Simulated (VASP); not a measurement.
Crystal: MnO.

```
Mn O
1.0
     4.44480    2.22240    2.22240
     2.22240    4.44480    2.22240
     2.22240    2.22240    4.44480
Mn O
2 2
Direct
  0.00000 0.00000 0.00000
  0.50000 0.50000 0.50000
  0.25000 0.25000 0.25000
  0.75000 0.75000 0.75000
```

Base run:

| Quantity | Value |
| --- | --- |
| Program | VASP 6.6.1 |
| Functional | PBE |
| Potentials or basis | VASP PAW PBE potentials, release 64 (Mn_pv, O) |
| Cutoff | 600 eV |
| k mesh | 8 × 8 × 8 |
| Occupations | fermi-dirac, width 0.03 eV |
| Spin | collinear spin, ferromagnetic start |
| Starting moments | [4.44, 4.44, 0.25, 0.25] μB |

Its results: pressure -0.4 GPa.

Problem. The run is repeated on the same cell with these changes: spin from collinear spin, ferromagnetic start to no spin polarisation; further incar settings from ALGO = Normal; EDIFF = 1e-06; NBANDS = 31 to ALGO = Normal; EDIFF = 1e-06; NBANDS = 27. What comes out?

Solution. Pressure -34.1 GPa.

Caveats: the run started ferromagnetic, and an antiferromagnetic order may lie lower in energy (at least some runs); the cell stands under tension (at least some runs).
